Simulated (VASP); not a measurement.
Here is a VASP 6.6.1 calculation.

The input INCAR:

```
SYSTEM = Cs2H5F
PREC     = Accurate       ! precision mode
ENCUT    = 520            ! plane-wave cutoff, eV
EDIFF    = 1E-7           ! SCF threshold, eV
ISMEAR   = 0              ! smearing method
SIGMA    = 0.1            ! smearing width, eV
LREAL    = .False.        ! projectors in reciprocal space
LASPH    = .True.         ! aspherical terms in the spheres
NELM     = 80             ! most SCF steps
ALGO     = Normal         ! electronic algorithm
ISIF     = 2              ! what is computed and relaxed
LWAVE    = .False.        ! write WAVECAR
LCHARG   = .False.        ! write CHGCAR
GGA      = PE             ! functional
NBANDS   = 25             ! bands
```

The input KPOINTS:

```
Automatic mesh
0
Gamma
  4 4 4
  0 0 0
```

POSCAR

```
Cs2H5F
1.0
    6.0864797300      0.0000000000      0.0000000000
    0.0000000000      6.0864797300      0.0000000000
    0.0000000000      0.0000000000      4.0956986700
Cs H F
2 5 1
Direct
    0.0000000000      0.5000000000      0.5000000000
    0.5000000000      0.0000000000      0.5000000000
    0.7920047600      0.7920047600      0.0000000000
    0.2079952400      0.7920047600      0.0000000000
    0.7920047600      0.2079952400      0.0000000000
    0.0000000000      0.0000000000      0.5000000000
    0.2079952400      0.2079952400      0.0000000000
    0.0000000000      0.0000000000      0.0000000000
```

Potentials or basis: VASP PAW PBE potentials, release 64 (Cs_sv, H, F).

Launch:

```console
$ cat potpaw_PBE.64/Cs_sv/POTCAR potpaw_PBE.64/H/POTCAR potpaw_PBE.64/F/POTCAR > POTCAR
$ mpirun -np 1 vasp_std > vasp.out
```

Task: What does it give for the band gap on the k mesh?

Result: Zero (bands 15 and 16 overlap by 1.07 eV).

Task: What does it give for the largest force?

Result: 0.116 eV/Å.

Task: Predict the pressure.

Result: 0.2 GPa.

Stress tensor (GPa, compression positive):
```
-0.29  0.00  0.00
 0.00 -0.29  0.00
 0.00  0.00  1.18
```

Caveat: the k points lie up to 0.38 Å⁻¹ apart, too coarse for converged energies and pressures of a metal; spin-orbit coupling is left out, which moves the levels of the heavy elements.
